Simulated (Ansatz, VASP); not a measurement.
## Two plane-wave programs on AlN

File INCAR:

```
SYSTEM = AlN
ALGO = Normal ; EDIFF = 1E-7
ENCUT = 520 ; GGA = PS
ISIF = 2 ; ISMEAR = 0
LASPH = .TRUE. ; LCHARG = .FALSE.
LREAL = .FALSE. ; LWAVE = .FALSE.
NBANDS = 16 ; NELM = 80
PREC = Accurate ; SIGMA = 0.05
```

KPOINTS

```
k-points
0
G
  12 12 6
  0 0 0
```

Contents of POSCAR:

```
AlN
1.0
    3.3121160000     -0.0331211600      0.0000000000
   -1.6847417600      2.8849365800      0.0000000000
    0.0000000000      0.0000000000      4.1875630000
Al N
2 2
Direct
    0.3333333333      0.6666666667      0.7500000000
    0.6666666667      0.3333333333      0.2500000000
    0.3333333333      0.6666666667      0.2500000000
    0.6666666667      0.3333333333      0.7500000000
```

Input for Ansatz:

```yaml
crystal:
  lattice:
    - [3.312116, -0.03312116, 0.0]
    - [-1.68474176, 2.88493658, 0.0]
    - [0.0, 0.0, 4.187563]
  atoms:
    - { symbol: Al, position: [0.3333333333333333, 0.6666666666666666, 0.75] }
    - { symbol: Al, position: [0.6666666666666666, 0.3333333333333333, 0.25] }
    - { symbol: "N", position: [0.3333333333333333, 0.6666666666666666, 0.25] }
    - { symbol: "N", position: [0.6666666666666666, 0.3333333333333333, 0.75] }
basis:
  ecutwfc: 520.0
kpoints:
  mp_grid:
    grid: [12, 12, 6]
hamiltonian:
  xc: pbesol
scf:
  occupations:
    method: gaussian
    width: 0.05
output:
  stress: true
```

Alike in both runs: task single point; functional PBEsol; k mesh 12 × 12 × 6; occupations gaussian, width 0.05 eV; no spin polarisation.

```csv
,VASP,Ansatz
version,VASP 6.6.1,Ansatz 0.2.0
potentials or method,"VASP PAW PBE potentials, release 64 (Al, N), cutoff 520 eV","plane waves, PAW"
valence electrons in the cell,16,16
```

|  | VASP | Ansatz | Ansatz less VASP |
| --- | --- | --- | --- |
| pressure (GPa) | -3.5 | -3.4 | +0.08 |
| traceless stress, the component that is largest in VASP (GPa) | 3.31 | 3.27 | -0.038 |

VASP's potentials were made for PBE, not for PBEsol. With one functional, cell and mesh, what is left measures potentials, basis and numerics.
